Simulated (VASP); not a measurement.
# Ti in VASP: a series of runs

The runs below take Ti through single point, with revPBE, LDA, PBE+D3(BJ).

Everything below comes from runs of VASP 6.6.1. Logs are shortened: lines on timing, memory, paths and dates and some standing lists are left out, and cuts for length are marked.

### Step 1. The cell of the first run

Symmetry: Fm-3m, No. 225, cubic system. Conventional cell: a = 4.113 Å, b = 4.113 Å, c = 4.113 Å, α = 90.00°, β = 90.00°, γ = 90.00°. Within 3.8 Å of Ti (site symmetry m-3m) lie 12 Ti at 2.91 Å.

### Step 2. Single point, revPBE

File INCAR:

```
SYSTEM = Ti
  PREC = Accurate
  ENCUT = 520
  EDIFF = 1E-6
  ISMEAR = -1
  SIGMA = 0.01
  LREAL = .FALSE.
  LASPH = .TRUE.
  NELM = 80
  ALGO = Normal
  ISIF = 2
  LWAVE = .FALSE.
  LCHARG = .FALSE.
  GGA = RE
  NBANDS = 12
```

File KPOINTS:

```
regular mesh
0
G
  11 11 11
  0 0 0
```

File POSCAR:

```
Ti
1.0
    0.0000000000      2.0567135898      2.0567135898
    2.0567135898      0.0000000000      2.0567135898
    2.0567135898      2.0567135898      0.0000000000
Ti
1
Direct
    0.0000000000      0.0000000000      0.0000000000
```

Potentials or basis: VASP PAW PBE potentials, release 64 (Ti_sv).

Launch:

```console
cat potpaw_PBE.64/Ti_sv/POTCAR > POTCAR
mpirun -np 1 vasp_std > vasp.out
```

OUTCAR:

```text
SYSTEM = Ti
   PREC = Accurate
   ENCUT = 520
   EDIFF = 1E-6
   ISMEAR = -1
   LREAL = .FALSE.
   LASPH = .TRUE.
   NELM = 80
   ISIF = 2
   GGA = RE

 ion  position               nearest neighbor table
   1  0.000  0.000  0.000-

  LATTYP: Found a face centered cubic cell.
 ALAT       =     4.1134271796

  Lattice vectors:

 A1 = (   0.0000000000,   2.0567135898,   2.0567135898)
 A2 = (   2.0567135898,   0.0000000000,   2.0567135898)
 A3 = (   2.0567135898,   2.0567135898,   0.0000000000)

Analysis of symmetry for initial positions (statically):
=====================================================================
 Subroutine PRICEL returns:
 Original cell was already a primitive cell.

 Routine SETGRP: Setting up the symmetry group for a
 face centered cubic supercell.

 Subroutine GETGRP returns: Found 48 space group operations
 (whereof 48 operations were pure point group operations)
 out of a pool of 48 trial point group operations.

The static configuration has the point symmetry O_h .

Analysis of symmetry for dynamics (positions and initial velocities):
=====================================================================
 Subroutine PRICEL returns:
 Original cell was already a primitive cell.

 Routine SETGRP: Setting up the symmetry group for a
 face centered cubic supercell.

 Subroutine GETGRP returns: Found 48 space group operations
 (whereof 48 operations were pure point group operations)
 out of a pool of 48 trial point group operations.

The dynamic configuration has the point symmetry O_h .

 Subroutine INISYM returns: Found 48 space group operations
 (whereof 48 operations are pure point group operations),
 and found     1 'primitive' translations

----------------------------------------------------------------------------------------

                                     Primitive cell

  volume of cell :      17.4001

  direct lattice vectors                    reciprocal lattice vectors
     0.000000000  2.056713590  2.056713590    -0.243106285  0.243106285  0.243106285
     2.056713590  0.000000000  2.056713590     0.243106285 -0.243106285  0.243106285
     2.056713590  2.056713590  0.000000000     0.243106285  0.243106285 -0.243106285

  length of vectors
     2.908632253  2.908632253  2.908632253     0.421072437  0.421072437  0.421072437

  position of ions in fractional coordinates (direct lattice)
     0.000000000  0.000000000  0.000000000

[... 69 lines left out ...]
   ISPIN  =      1    spin polarized calculation?
   LNONCOLLINEAR =      F non collinear calculations
   LSORBIT =      F    spin-orbit coupling
   LASPH  =      T    aspherical Exc in radial PAW
   ENCUT  =  520.0 eV  38.22 Ry    6.18 a.u.   5.41  5.41  5.41*2*pi/ulx,y,z
   NELM   =     80;   NELMIN=  2; NELMDL= -5     # of ELM steps
   EDIFF  = 0.1E-05   stopping-criterion for ELM
   LREAL  =      F    real-space projection
[... 7 lines left out ...]
   TEBEG  =    0.0;   TEEND  =   0.0 temperature during run
   PSTRESS=    0.0 pullay stress
   NELECT =      12.0000    total number of electrons
   NUPDOWN=      -1.0000    fix difference up-down
   EMIN   =  10.00;   EMAX   =-10.00  energy-range for DOS
   EFERMI =   0.00;   METHOD = LEGACY
   ISMEAR =    -1;   SIGMA  =   0.01  broadening in eV -4-tet -1-fermi 0-gaus
   EFERMI_NEDOS =   21; number of points for ismear=-14 and -15
   IALGO  =     38    algorithm
   IMIX   =      4    mixing-type and parameters
     AMIX     =   0.40;   BMIX     =  1.00
     AMIX_MAG =   1.60;   BMIX_MAG =  1.00
  volume/ion in A,a.u.               =      17.40       117.42
  Fermi-wavevector in a.u.,A,eV,Ry     =   1.446388  2.733277 28.463902  2.092038
  Thomas-Fermi vector in A             =   2.564462
   LORBIT       =      0    0 simple, 1 ext, 2 COOP (PROOUT), +10 PAW based schemes
   GGA     = RE    functional components
   LHFCALC =     F    Hartree Fock is set to
   AEXX    =    0.0000 exact exchange contribution
   IVDW    =     0    specifies the selected vdW correction
   LEPSILON=     F    determine dielectric tensor
   LRPA    =     F    only Hartree local field effects (RPA)
 non-spin polarized calculation
  energy-cutoff  :      520.00
  volume of cell :       17.40
 maximum number of plane-waves:       495
 NGX is ok and might be reduce to    24
   NGX = 11   NGY = 11   NGZ = 11

 number of electron      12.0000002 magnetization

 Free energy of the ion-electron system (eV)
  ---------------------------------------------------
  ext. energy  EPLUGINS =         0.00000000
  ---------------------------------------------------
  free energy    TOTEN  =        -7.46092460 eV

  energy without entropy =       -7.46026397  energy(sigma->0) =       -7.46059428

 E-fermi :   8.2760     XC(G=0): -11.4080

 val. band max:        8.2643002574   @ k =   0.2727   0.1818   0.0909
 cond. band min:       8.2818965241   @ k =  -0.3636   0.0909   0.0000
 fundamental gap:      0.0175962667
 Fermi energy:         8.2759546344

 k-point     1 :       0.0000    0.0000    0.0000
  band No.  band energies     occupation
      1     -48.5051      2.00000
      2     -24.3192      2.00000
      3     -24.3192      2.00000
      4     -24.3192      2.00000
      5       2.1773      2.00000
      6       9.1822      0.00000
      7       9.1822      0.00000
      8       9.1822      0.00000
      9      10.8182      0.00000
     10      10.8182      0.00000
     11      23.4879      0.00000
     12      27.9807      0.00000
[... 331 lines left out ...]
 k-point    24 :      -0.1818    0.1818    0.0000
  band No.  band energies     occupation
      1     -48.4257      2.00000
      2     -24.6847      2.00000
      3     -24.4697      2.00000
      4     -24.3617      2.00000
      5       4.6429      2.00000
      6       8.1199      2.00000
      7       9.1034      0.00000
      8      10.0591      0.00000
      9      10.0610      0.00000
     10      11.7538      0.00000
     11      21.6825      0.00000
     12      22.1296      0.00000

 [... further k-points ...]
[... 5 lines left out ...]
  --------------------------------------------------------------------------------------
  -------------------------------------------------------------------------------------
  Total        0.1637641      0.1637641      0.1637641      0.0000000     -0.0000000      0.0000000
  in kB       15.0791833     15.0791833     15.0791833      0.0000000     -0.0000000      0.0000000
  external PRESSURE =      15.0791833 kB  Pullay stress =       0.0000000 kB

 VOLUME and BASIS-vectors are now :
 -----------------------------------------------------------------------------
  energy-cutoff  :      520.00
  volume of cell :       17.40
      direct lattice vectors                 reciprocal lattice vectors
     0.000000000  2.056713590  2.056713590    -0.243106285  0.243106285  0.243106285
     2.056713590  0.000000000  2.056713590     0.243106285 -0.243106285  0.243106285
     2.056713590  2.056713590  0.000000000     0.243106285  0.243106285 -0.243106285

 POSITION                                       TOTAL-FORCE (eV/Angst)
 -----------------------------------------------------------------------------------
      0.00000      0.00000      0.00000         0.000000      0.000000      0.000000
 -----------------------------------------------------------------------------------
    total drift:                               -0.000000      0.000000     -0.000000

  FREE ENERGIE OF THE ION-ELECTRON SYSTEM (eV)
  ---------------------------------------------------
  free  energy   TOTEN  =        -7.4609245998 eV

  energy  without entropy=       -7.4602639667  energy(sigma->0) =       -7.46059428
```

Wall time 8.5 s (1 thread of Intel Xeon 6975P-C, shared host); peak memory 0.14 GiB.

Results:

```
Free energy            : -7.4609 eV
Pressure               : 1.5 GPa
Band gap on the k mesh : zero (band 6 reaches 9.18 eV, above the bottom of band 7 at 8.02 eV)
```

Levels at points of the mesh, in eV from the Fermi level:
```csv
k point,band 4,band 5,band 6,band 7,band 8,band 9
"(0.00, 0.00, 0.00)",-32.60,-6.10,0.91,0.91,0.91,2.54
```

Caveat: the PAW data sets were made with another functional, which shifts forces and pressure a little.

### Step 3. Single point, LDA, collinear spin, ferromagnetic start

This run uses another cell than the first one, of 16.06 Å³/atom, 0.923 times its volume.

File INCAR:

```
ALGO = Normal
EDIFF = 1E-6
ENCUT = 520
GGA = CA
ISIF = 2
ISMEAR = 0
ISPIN = 2
LASPH = T
LCHARG = F
LMAXMIX = 4
LORBIT = 11
LREAL = F
LWAVE = F
MAGMOM = 1
NBANDS = 16
NELM = 150
PREC = Accurate
SIGMA = 0.1
```

File KPOINTS:

```
k-points
0
Gamma
  11 11 11
```

File POSCAR:

```
Ti
1.0
    0.0000000000      2.0025642044      2.0025642044
    2.0025642044      0.0000000000      2.0025642044
    2.0025642044      2.0025642044      0.0000000000
Ti
1
Direct
    0.0000000000      0.0000000000      0.0000000000
```

Potentials or basis: VASP PAW LDA potentials, release 64 (Ti_sv).

Launch:

```console
cat potpaw_LDA.64/Ti_sv/POTCAR > POTCAR
mpirun -np 1 vasp_std > vasp.out
```

Wall time 16 s (1 thread of Intel Xeon 6975P-C, shared host); peak memory 0.15 GiB.

Results (log left out):

- Free energy: -8.5092 eV
- Pressure: -0.7 GPa
- Band gap on the k mesh: zero (filled and empty bands overlap)
- Net moment: 0.00 μB per cell
- Valence electrons inside the program's atomic spheres: Ti 10.38

Levels at points of the mesh, in eV from the Fermi level:
Spin up:
| k point | band 2 | band 3 | band 4 | band 5 | band 6 | band 7 | band 8 | band 9 | band 10 | band 11 |
| --- | --- | --- | --- | --- | --- | --- | --- | --- | --- | --- |
| (0.00, 0.00, 0.00) | -32.01 | -32.01 | -32.01 | -6.19 | 0.90 | 0.90 | 0.90 | 2.69 | 2.69 | 15.79 |
Spin down:
```tsv
k point	band 4	band 5	band 6	band 7	band 8	band 9
(0.00, 0.00, 0.00)	-32.01	-6.19	0.90	0.90	0.90	2.69
```

### Step 4. Single point, PBE+D3(BJ)

This run uses another cell than the first one, of 16.73 Å³/atom, 0.962 times its volume.

File INCAR:

```
SYSTEM = Ti
  PREC = Accurate
  ENCUT = 520
  EDIFF = 1E-6
  ISMEAR = -5
  SIGMA = 0.05
  LREAL = .False.
  LASPH = .True.
  NELM = 80
  ALGO = Normal
  ISIF = 2
  LWAVE = .False.
  LCHARG = .False.
  GGA = PE
  IVDW = 12
  NBANDS = 12
```

File KPOINTS:

```
regular mesh
0
Gamma
  8 9 9
  0 0 0
```

File POSCAR:

```
Ti
1.0
   -0.0361400000      2.0248200000      2.0613410000
    2.0422270000     -0.0133050000      2.0385060000
    2.0116080000      1.9713670000      0.0173140000
Ti
1
Direct
    0.0000000000      0.0000000000      0.0000000000
```

Potentials or basis: VASP PAW PBE potentials, release 64 (Ti_sv).

Launch:

```console
cat potpaw_PBE.64/Ti_sv/POTCAR > POTCAR
mpirun -np 1 vasp_std > vasp.out
```

It took 38 s on 1 thread of Intel Xeon 6975P-C, shared host; peak memory 0.2 GiB.

Results (log left out):

| Property | Result |
| --- | --- |
| Free energy | -8.3930 eV |
| Pressure | -2.1 GPa |
| Band gap on the k mesh | zero (band 6 reaches 9.35 eV, above the bottom of band 7 at 8.22 eV) |
| Dispersion energy per atom | -0.626 eV |

Stress tensor (GPa, compression positive):
```
-2.40  2.16  0.15
 2.16 -1.58 -1.20
 0.15 -1.20 -2.27
```

Levels at points of the mesh, in eV from the Fermi level:
```tsv
k point	band 2	band 3	band 4	band 5	band 6	band 7	band 8	band 9	band 10	band 11
(0.00, 0.00, 0.00)	-32.52	-32.50	-32.47	-6.20	0.66	0.81	1.11	2.50	2.68	15.41
(0.50, 0.00, 0.00)	-33.23	-32.58	-32.55	-2.73	0.46	0.60	1.00	3.63	3.70	8.26
```

Caveat: three body term missing; pairwise dispersion overbinds metals, which lowers pressure and volume; tetrahedron occupations give inexact forces and stress in metals.

### Step 5. Single point, LDA, non-collinear spin, typed start

This run uses another cell than the first one, of 16.73 Å³/atom, 0.962 times its volume.

File INCAR:

```
PREC = Accurate
ENCUT = 520
EDIFF = 1E-6
ISMEAR = 1
SIGMA = 0.15
LREAL = False
LASPH = True
NELM = 150
ALGO = Normal
ISIF = 2
LWAVE = False
LCHARG = True
LNONCOLLINEAR = True
MAGMOM = 0 0 1
LORBIT = 11
LMAXMIX = 4
LVHAR = True
NBANDS = 23
```

File KPOINTS:

```
Automatic mesh
0
Gamma
  16 16 16
```

File POSCAR:

```
Ti
1.0
    0.0000000000      2.0300000000      2.0300000000
    2.0300000000      0.0000000000      2.0300000000
    2.0300000000      2.0300000000      0.0000000000
Ti
1
Direct
    0.0000000000      0.0000000000      0.0000000000
```

Potentials or basis: VASP PAW LDA potentials, release 64 (Ti_sv).

Launch:

```console
cat potpaw_LDA.64/Ti_sv/POTCAR > POTCAR
mpirun -np 1 vasp_ncl > vasp.out
```

It took 5.5 min on 1 thread of Intel Xeon 6975P-C, shared host; peak memory 0.4 GiB.

It converged, with:

| Item | Value |
| --- | --- |
| Free energy | -8.4866 eV |
| Pressure | -5.1 GPa |
| Band gap on the k mesh | zero (band 12 reaches 9.25 eV, above the bottom of band 13 at 8.00 eV) |
| Net moment | 0.00 μB per cell |
| Valence electrons inside the program's atomic spheres | Ti 10.33 |

Levels at points of the mesh, in eV from the Fermi level:
| k point | band 9 | band 10 | band 11 | band 12 | band 13 | band 14 | band 15 | band 16 |
| --- | --- | --- | --- | --- | --- | --- | --- | --- |
| (0.00, 0.00, 0.00) | -6.10 | -6.10 | 0.87 | 0.87 | 0.87 | 0.87 | 0.87 | 0.87 |
| (0.50, 0.00, 0.00) | -2.67 | -2.67 | 0.73 | 0.73 | 0.73 | 0.73 | 0.84 | 0.84 |
| (0.50, 0.50, 0.00) | -2.71 | -2.71 | -1.83 | -1.83 | 3.09 | 3.09 | 3.69 | 3.69 |
| (0.00, 0.50, 0.50) | -2.71 | -2.71 | -1.83 | -1.83 | 3.09 | 3.09 | 3.69 | 3.69 |

Moments on the atoms (μB; x, y, z):
```
Ti  0.00 0.00 0.00
```

### Step 6. The runs side by side

| level | potentials or basis | spin | cell | k mesh | smearing | gap on the mesh (eV) | pressure (GPa) | moment (μB) |
| --- | --- | --- | --- | --- | --- | --- | --- | --- |
| revPBE | VASP PAW PBE potentials, release 64 (Ti_sv) | off | a = 2.909 Å, angles 60.0°, 1 atom | 11 × 11 × 11 | fermi-dirac 0.01 eV | none | 1.5 | - |
| LDA | VASP PAW LDA potentials, release 64 (Ti_sv) | collinear, ferromagnetic start | a = 2.832 Å, angles 60.0°, 1 atom | 11 × 11 × 11 | gaussian 0.1 eV | none | -0.7 | 0.00 |
| PBE+D3(BJ) | VASP PAW PBE potentials, release 64 (Ti_sv) | off | a = 2.890, b = 2.886, c = 2.817 Å, angles 59.6, 60.9, 60.5°, 1 atom | 8 × 9 × 9 | tetrahedron | none | -2.1 | - |
| LDA | VASP PAW LDA potentials, release 64 (Ti_sv) | non-collinear, typed start | a = 2.871 Å, angles 60.0°, 1 atom | 16 × 16 × 16 | methfessel-paxton 0.15 eV | none | -5.1 | 0.00 |

Alike in all rows: task single point; cutoff (eV) 520.

Caveats: the PAW data sets were made with another functional, which shifts forces and pressure a little (some runs); three body term missing (some runs); pairwise dispersion overbinds metals, which lowers pressure and volume (some runs); tetrahedron occupations give inexact forces and stress in metals (some runs).

Total energies depend on the potentials used, so only differences within one code and one set of settings carry meaning.
